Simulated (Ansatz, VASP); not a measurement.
One calculation of ZnAg2S2, two programs

```
CELL_PARAMETERS angstrom
4.46277 0.00000 0.00000
-2.23139 3.86487 0.00000
0.00000 0.00000 5.58361
ATOMIC_POSITIONS crystal
Zn 0.66667 0.33333 0.00000
Ag 0.66667 0.33333 0.50000
Ag 0.00000 0.00000 0.00000
S 0.33333 0.66667 0.74374
S 0.33333 0.66667 0.25626
```

Change from the starting cell: species swapped into the Sr2ZnSb2 type (P-6m2, No. 187).

Alike in both runs: functional PBE; k mesh 12 × 12 × 6; occupations gaussian, width 0.1 eV; no spin polarisation.

Ansatz relaxed the structure, and its values are those at the end. VASP's run is a single point on that final structure, the one shown.

```csv
,VASP,Ansatz
version,VASP 6.6.1,Ansatz 0.2.0
potentials or method,"VASP PAW PBE potentials, release 64 (Zn, Ag, S), cutoff 520 eV","scalar-relativistic, plane waves, PAW"
valence electrons in the cell,46,62
```

```csv
,VASP,Ansatz,Ansatz less VASP
gap on the k mesh at the Fermi level (eV),none,none,-
pressure (GPa),0.0,0.0,0.00
```

A gap of «none» marks a metal or a gap that the smearing closes. With one functional, cell and mesh, what is left measures potentials, basis and numerics. VASP's potentials hold 46 valence electrons a cell and Ansatz's 62, so a difference there can come from the potentials and not from the codes.
